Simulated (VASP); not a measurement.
Here is a VASP 6.6.1 calculation.

File INCAR:

```
  PREC = Accurate
  ENCUT = 600
  EDIFF = 1E-6
  ISMEAR = -1
  SIGMA = 0.08
  LREAL = F
  LASPH = T
  NELM = 60
  ALGO = Normal
  ISIF = 3
  LWAVE = F
  LCHARG = F
  IBRION = 2
  NSW = 100
  EDIFFG = -0.002
```

File KPOINTS:

```
regular mesh
0
Gamma
  12 12 6
```

POSCAR

```
SiC
1.0
    3.0760000000      0.0000000000      0.0000000000
   -1.5380000000      2.6638941420      0.0000000000
    0.0000000000      0.0000000000      5.0480000000
Si C
2 2
Direct
    0.3333333333      0.6666666667      0.0000000000
    0.6666666667      0.3333333333      0.5000000000
    0.3333333333      0.6666666667      0.3850000000
    0.6666666667      0.3333333333      0.8850000000
```

Potentials or basis: VASP PAW LDA potentials, release 64 (Si, C).

Launch:

```console
$ cat potpaw_LDA.64/Si/POTCAR potpaw_LDA.64/C/POTCAR > POTCAR
$ mpirun -np 1 vasp_std > vasp.out
```

Predict the band gap on the k mesh.

2.12 eV, indirect (least direct gap 3.91 eV).

Predict the relaxed volume.

10.16 Å³/atom.

Predict the relaxed cell.

a = 3.057 Å, b = 3.057 Å, c = 5.018 Å, α = 90.00°, β = 90.00°, γ = 120.00°.

Predict the space group after relaxing (to 0.05 Å).

P6_3mc (No. 186).

Final structure:
```cif
data_structure
_symmetry_space_group_name_H-M 'P 1'
_symmetry_Int_Tables_number 1
_cell_length_a 3.0574
_cell_length_b 3.0574
_cell_length_c 5.0179
_cell_angle_alpha 90.000
_cell_angle_beta 90.000
_cell_angle_gamma 120.000
_cell_volume 40.62
loop_
_atom_site_label
_atom_site_type_symbol
_atom_site_fract_x
_atom_site_fract_y
_atom_site_fract_z
_atom_site_occupancy
Si1 Si 0.33333 0.66667 0.00460 1
Si2 Si 0.66667 0.33333 0.50460 1
C1 C 0.33333 0.66667 0.38040 1
C2 C 0.66667 0.33333 0.88040 1
```

A k mesh can miss the band edges. LDA gaps usually lie below the measured ones, often by a third to a half.
